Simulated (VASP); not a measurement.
# Zr3MoS (P4mm) in VASP: a series of runs

The runs below take Zr3MoS through single point, with PBE.

All numbers are computed with VASP 6.6.1; they aren't measurements. Logs are shortened: lines on timing, memory, paths and dates and some standing lists are left out, and cuts for length are marked.

### 1 The cell of the first run

It takes space group P4mm (No. 99, tetragonal). The conventional cell has a = 3.478 Å, b = 3.478 Å, c = 8.386 Å, α = 90.00°, β = 90.00°, γ = 90.00°. Zr (site symmetry 4mm) has 1 S at 2.54 Å and 4 Mo at 2.92 Å and 5 Zr at 3.10 to 3.48 Å within 3.5 Å. Within 3.6 Å of Zr (site symmetry 4mm) lie 1 S at 2.74 Å and 4 Mo at 2.90 Å and 9 Zr at 3.10 to 3.48 Å. Zr (site symmetry 4mm) has 4 S at 2.53 Å and 4 Zr at 3.25 Å within 3.3 Å. Mo (site symmetry 4mm) has 9 Zr at 2.90 to 3.67 Å and 4 Mo at 3.48 Å within 3.8 Å. Within 3.3 Å of S (site symmetry 4mm) lie 6 Zr at 2.53 to 2.74 Å.

### 2 Single point, PBE, collinear spin

Contents of INCAR:

```
SYSTEM = Zr3MoS
PREC = Accurate ; ENCUT = 520
EDIFF = 1E-6 ; ISMEAR = 0
SIGMA = 0.1 ; LREAL = .FALSE.
LASPH = .TRUE. ; NELM = 150
ALGO = Normal ; ISIF = 2
LWAVE = .FALSE. ; LCHARG = .FALSE.
ISPIN = 2 ; MAGMOM = 0 0 0 1 0
LORBIT = 11 ; LMAXMIX = 4
GGA = PE ; NBANDS = 40
```

Contents of KPOINTS:

```
regular mesh
0
G
  6 6 2
  0 0 0
```

Contents of POSCAR:

```
Zr3MoS
1.0
    3.4782128568      0.0000000000      0.0000000000
    0.0000000000      3.4782128568      0.0000000000
    0.0000000000      0.0000000000      8.3857996029
Zr Mo S
3 1 1
Direct
    0.0000000000      0.0000000000      0.3244765469
    0.0000000000      0.0000000000      0.6944862846
    0.5000000000      0.5000000000      0.9485657162
    0.5000000000      0.5000000000      0.5114773482
    0.0000000000      0.0000000000      0.0209941039
```

Potentials or basis: VASP PAW PBE potentials, release 64 (Zr_sv, Mo_sv, S).

Started as:

```
cat potpaw_PBE.64/Zr_sv/POTCAR potpaw_PBE.64/Mo_sv/POTCAR potpaw_PBE.64/S/POTCAR > POTCAR
mpirun -np 1 vasp_std > vasp.out
```

OUTCAR:

```text
SYSTEM = Zr3MoS
   PREC = Accurate
   ENCUT = 520
   EDIFF = 1E-6
   ISMEAR = 0
   LREAL = .FALSE.
   LASPH = .TRUE.
   NELM = 150
   ISIF = 2
   ISPIN = 2
   LORBIT = 11
   GGA = PE

 ion  position               nearest neighbor table
   1  0.000  0.000  0.324-   5 2.54   4 2.92   4 2.92   4 2.92   4 2.92   2 3.10
   2  0.000  0.000  0.694-   5 2.74   4 2.90   4 2.90   4 2.90   4 2.90   1 3.10   3 3.25   3 3.25
                             3 3.25   3 3.25
   3  0.500  0.500  0.949-   5 2.53   5 2.53   5 2.53   5 2.53   2 3.25   2 3.25   2 3.25   2 3.25
                             4 3.67
   4  0.500  0.500  0.511-   2 2.90   2 2.90   2 2.90   2 2.90   1 2.92   1 2.92   1 2.92   1 2.92
                             3 3.67
   5  0.000  0.000  0.021-   3 2.53   3 2.53   3 2.53   3 2.53   1 2.54   2 2.74

  LATTYP: Found a simple tetragonal cell.
 ALAT       =     3.4782128568
 C/A-ratio  =     2.4109506658

  Lattice vectors:

 A1 = (   3.4782128568,   0.0000000000,   0.0000000000)
 A2 = (   0.0000000000,   3.4782128568,   0.0000000000)
 A3 = (   0.0000000000,   0.0000000000,   8.3857996029)

Analysis of symmetry for initial positions (statically):
=====================================================================
 Subroutine PRICEL returns:
 Original cell was already a primitive cell.

 Routine SETGRP: Setting up the symmetry group for a
 simple tetragonal supercell.

 Subroutine GETGRP returns: Found  8 space group operations
 (whereof  8 operations were pure point group operations)
 out of a pool of 16 trial point group operations.

The static configuration has the point symmetry C_4v.

Analysis of symmetry for dynamics (positions and initial velocities):
=====================================================================
 Subroutine PRICEL returns:
 Original cell was already a primitive cell.

 Routine SETGRP: Setting up the symmetry group for a
 simple tetragonal supercell.

 Subroutine GETGRP returns: Found  8 space group operations
 (whereof  8 operations were pure point group operations)
 out of a pool of 16 trial point group operations.

The dynamic configuration has the point symmetry C_4v.

Analysis of structural, dynamic, and magnetic symmetry:
=====================================================================
 Subroutine PRICEL returns:
 Original cell was already a primitive cell.

 Routine SETGRP: Setting up the symmetry group for a
[... 135 lines left out ...]
   IVDW    =     0    specifies the selected vdW correction
   LEPSILON=     F    determine dielectric tensor
   LRPA    =     F    only Hartree local field effects (RPA)
 spin polarized calculation
 Gauss-broadening in eV      SIGMA  =   0.10
  energy-cutoff  :      520.00
  volume of cell :      101.45
 maximum number of plane-waves:      2776
 NGX is ok and might be reduce to    28
   NGX = 13   NGY = 13   NGZ = 31

 number of electron      56.0000002 magnetization       0.0017956

 Free energy of the ion-electron system (eV)
  ---------------------------------------------------
  ext. energy  EPLUGINS =         0.00000000
  ---------------------------------------------------
  free energy    TOTEN  =       -43.68482110 eV

  energy without entropy =      -43.65902553  energy(sigma->0) =      -43.67192331

 E-fermi :   9.2809     XC(G=0): -11.3405

 val. band max:        9.2512016001   @ k =   0.1667   0.0000   0.5000
 cond. band min:       9.2980047368   @ k =   0.3333   0.0000   0.0000
 fundamental gap:      0.0468031367
 Fermi energy:         9.2809157484

 spin component 1

 k-point     1 :       0.0000    0.0000    0.0000
  band No.  band energies     occupation
      1     -50.7978      1.00000
      2     -39.9000      1.00000
      3     -39.4309      1.00000
      4     -39.0492      1.00000
      5     -24.9212      1.00000
      6     -24.8608      1.00000
[... 849 lines left out ...]
     39      13.7672      0.00000
     40      14.0238      0.00000
 Fermi energy:         9.2809157484

 spin component 2

 k-point     1 :       0.0000    0.0000    0.0000
  band No.  band energies     occupation
      1     -50.7973      1.00000
      2     -39.9000      1.00000
      3     -39.4308      1.00000
      4     -39.0491      1.00000
      5     -24.9205      1.00000
      6     -24.8604      1.00000
[... 849 lines left out ...]
     39      13.7673      0.00000
     40      14.0238      0.00000

------------------------ aborting loop because EDIFF is reached ----------------------------------------

  FORCE on cell =-STRESS in cart. coord.  units (eV):
  Direction    XX          YY          ZZ          XY          YZ          ZX
  --------------------------------------------------------------------------------------
  -------------------------------------------------------------------------------------
  Total        0.0413303      0.0413303      0.1411535      0.0000000     -0.0000000      0.0000000
  in kB        0.6527133      0.6527133      2.2291812      0.0000000     -0.0000000      0.0000000
  external PRESSURE =       1.1782026 kB  Pullay stress =       0.0000000 kB

 VOLUME and BASIS-vectors are now :
 -----------------------------------------------------------------------------
  energy-cutoff  :      520.00
  volume of cell :      101.45
      direct lattice vectors                 reciprocal lattice vectors
     3.478212857  0.000000000  0.000000000     0.287503969  0.000000000  0.000000000
     0.000000000  3.478212857  0.000000000     0.000000000  0.287503969  0.000000000
     0.000000000  0.000000000  8.385799603     0.000000000  0.000000000  0.119249213

 POSITION                                       TOTAL-FORCE (eV/Angst)
 -----------------------------------------------------------------------------------
      0.00000      0.00000      2.72100         0.000000      0.000000      0.013985
      0.00000      0.00000      5.82382         0.000000      0.000000      0.027336
      1.73911      1.73911      7.95448         0.000000     -0.000000     -0.020735
      1.73911      1.73911      4.28915         0.000000      0.000000     -0.007827
      0.00000      0.00000      0.17605         0.000000      0.000000     -0.012758
 -----------------------------------------------------------------------------------
    total drift:                                0.000000      0.000000      0.000251

  FREE ENERGIE OF THE ION-ELECTRON SYSTEM (eV)
  ---------------------------------------------------
  free  energy   TOTEN  =       -43.6848210962 eV

  energy  without entropy=      -43.6590255284  energy(sigma->0) =      -43.67192331

 total charge

# of ion       s       p       d       tot
------------------------------------------
    1        2.212   5.971   1.610   9.793
    2        2.218   5.987   1.623   9.829
    3        2.159   5.988   1.720   9.867
    4        2.348   6.103   3.971  12.422
    5        1.320   2.494   0.000   3.814
--------------------------------------------------
tot         10.257  26.544   8.924  45.724

 magnetization (x)

# of ion       s       p       d       tot
------------------------------------------
    1       -0.000   0.000   0.000   0.000
    2       -0.000   0.000   0.000   0.000
    3       -0.000   0.000  -0.000  -0.000
    4        0.000   0.000   0.001   0.001
    5       -0.000  -0.000   0.000  -0.000
--------------------------------------------------
tot          0.000   0.000   0.001   0.001
```

Run time: 7.4 min. Hardware: 1 thread of Intel Xeon 8259CL, shared host; peak memory 0.33 GiB.

What came out:

```
Free energy                                           : -43.6848 eV
Pressure                                              : 0.1 GPa
Largest force                                         : 0.027 eV/Å
Band gap on the k mesh                                : zero (filled and empty bands overlap)
Net moment                                            : 0.00 μB per cell
Valence electrons inside the program's atomic spheres : Zr 9.79, 9.83, 9.87; Mo 12.42; S 3.81
```

Forces in eV/Å, atoms in the order of the input:
```
Zr   0.000  0.000  0.014
Zr   0.000  0.000  0.027
Zr   0.000  0.000 -0.021
Mo   0.000  0.000 -0.008
S    0.000  0.000 -0.013
```

Caveat: the k points lie up to 0.37 Å⁻¹ apart, too coarse for converged energies and pressures of a metal.

### 3 Single point, PBE, collinear spin

Contents of INCAR:

```
ALGO = Normal
EDIFF = 1E-6
ENCUT = 520
GGA = PE
ISIF = 2
ISMEAR = 0
ISPIN = 2
LASPH = T
LCHARG = F
LMAXMIX = 4
LORBIT = 11
LREAL = F
LWAVE = F
MAGMOM = 0 0 0 1 0
NBANDS = 40
NELM = 150
PREC = Accurate
SIGMA = 0.1
```

Contents of KPOINTS:

```
k-points
0
Gamma
  6 6 2
```

POSCAR is that of step 2.

Potentials or basis: VASP PAW PBE potentials, release 64 (Zr_sv, Mo_sv, S).

Started as:

```
cat potpaw_PBE.64/Zr_sv/POTCAR potpaw_PBE.64/Mo_sv/POTCAR potpaw_PBE.64/S/POTCAR > POTCAR
mpirun -np 1 vasp_std > vasp.out
```

It took 4.7 min on 1 thread of Intel Xeon 8259CL, shared host; peak memory 0.33 GiB.

The run converged. Its results:

- Free energy: -43.6848 eV
- Pressure: 0.1 GPa
- Largest force: 0.027 eV/Å
- Band gap on the k mesh: zero (filled and empty bands overlap)
- Net moment: 0.00 μB per cell
- Valence electrons inside the program's atomic spheres: Zr 9.79, 9.83, 9.87; Mo 12.42; S 3.81

Forces on the atoms (eV/Å):
```
Zr   0.000  0.000  0.014
Zr   0.000  0.000  0.027
Zr   0.000  0.000 -0.021
Mo   0.000  0.000 -0.008
S    0.000  0.000 -0.013
```

Stress tensor (GPa, compression positive):
```
0.07 0.00 0.00
0.00 0.07 0.00
0.00 0.00 0.22
```

Levels at points of the mesh, in eV from the Fermi level:
Spin up:
```tsv
k point	band 25	band 26	band 27	band 28	band 29	band 30	band 31	band 32
(0.00, 0.00, 0.00)	-2.24	-0.13	0.10	0.23	0.23	0.88	0.93	0.93
(0.50, 0.00, 0.00)	-1.11	-0.96	-0.84	-0.05	1.20	1.21	1.42	2.11
(0.50, 0.50, 0.00)	-1.01	-1.01	-0.85	-0.03	-0.03	2.08	2.31	2.41
(0.00, 0.00, 0.50)	-2.32	0.12	0.17	0.29	0.29	0.71	0.71	0.84
(0.50, 0.00, 0.50)	-1.22	-0.90	-0.72	0.15	0.82	0.92	1.50	2.30
(0.50, 0.50, 0.50)	-1.40	-1.03	-1.03	0.27	0.27	2.18	2.31	2.50
```
Spin down:
```tsv
k point	band 26	band 27	band 28	band 29	band 30	band 31
(0.00, 0.00, 0.00)	-0.13	0.10	0.23	0.23	0.88	0.93
(0.50, 0.00, 0.00)	-0.96	-0.84	-0.05	1.20	1.21	1.42
(0.50, 0.50, 0.00)	-1.01	-0.85	-0.03	-0.03	2.08	2.31
(0.00, 0.00, 0.50)	0.12	0.17	0.29	0.29	0.71	0.71
(0.50, 0.00, 0.50)	-0.90	-0.72	0.15	0.82	0.92	1.50
(0.50, 0.50, 0.50)	-1.03	-1.03	0.27	0.27	2.18	2.31
```

Caveat: the k points lie up to 0.37 Å⁻¹ apart, too coarse for converged energies and pressures of a metal.

The gap in the log of VASP goes by the Fermi energy; the results here count the filled bands.